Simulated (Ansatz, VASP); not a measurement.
## Two plane-wave programs on PbO

```
Pb O
1.0
    -0.16440    2.55837    2.55837
     2.55837   -0.16440    2.55837
     2.55837    2.55837   -0.16440
Pb O
1 1
Cartesian
  0.0000 0.0000 0.0000
  2.4762 2.4762 2.4762
```

Change from the starting cell: epitaxial_111 strain +4.5%.

Alike in both runs: task single point; functional PBE; k mesh 8 × 8 × 8; occupations fermi-dirac, width 0.02 eV; no spin polarisation.

|  | VASP | Ansatz |
| --- | --- | --- |
| version | VASP 6.6.1 | Ansatz 0.2.0 |
| potentials or method | VASP PAW PBE potentials, release 64 (Pb_d, O) | plane waves, PAW |
| plane-wave cutoff (eV) | 600 | 420 |
| valence electrons in the cell | 20 | 20 |

```tsv
	VASP	Ansatz	Ansatz less VASP
pressure (GPa)	-1.1	-1.0	+0.13
traceless stress, the component that is largest in VASP (GPa)	1.74	1.74	-0.002
```

With one functional, cell and mesh, what is left measures potentials, basis and numerics.

Neither program's run includes spin-orbit coupling.
